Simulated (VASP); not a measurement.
FeO: single point with PBE

FeO:

```
Fe O
1.0
     1.51768    0.87623    2.51579
    -1.51768    0.87623    2.51579
     0.00000   -1.75247    2.51579
Fe O
1 1
Direct
  0.00000 0.00000 0.00000
  0.50000 0.50000 0.50000
```

- Program: VASP 6.6.1
- Task: single point
- Functional: PBE
- Potentials or basis: VASP PAW PBE potentials, release 64 (Fe_sv, O)
- Cutoff: 600 eV
- k mesh: 11 × 11 × 11
- Occupations: fermi-dirac, width 0.05 eV
- Spin: collinear spin, ferromagnetic start
- Starting moments: [3.0, 0.0] μB

```
Pressure                                              : -3.0 GPa
Band gap on the k mesh                                : zero (filled and empty bands overlap)
Net moment                                            : 4.00 μB per cell
Site moments                                          : Fe +3.48; O +0.30 μB
Valence electrons inside the program's atomic spheres : Fe 13.61; O 4.99
```

Stress tensor (GPa, compression positive):
```
-2.69  0.00  0.00
 0.00 -2.69  0.00
 0.00  0.00 -3.59
```

Levels at points of the mesh, in eV from the Fermi level:
Spin up:
```csv
k point,band 11,band 12,band 13,band 14,band 15,band 16
"(0.00, 0.00, 0.00)",-3.83,-3.68,-3.68,0.00,15.23,16.67
```
Spin down:
```
           k point  band 7  band 8  band 9  band 10  band 11  band 12
(0.00, 0.00, 0.00)   -3.29   -3.29   -0.79    -0.71    -0.71     0.22
```

Run time: 52 s on 1 thread of Intel(R) Xeon(R) 6975P-C (Granite Rapids), on a shared host, peak memory 0.23 GiB.

Caveat: a cell with one magnetic atom can't hold antiferromagnetic order, which such compounds often take; semilocal functionals often make such compounds metallic where correlation or magnetic order opens a gap, which also shifts bond lengths. With open d or f shells a metallic result of PBE can be an artefact of self-interaction; +U or a hybrid may open a gap.
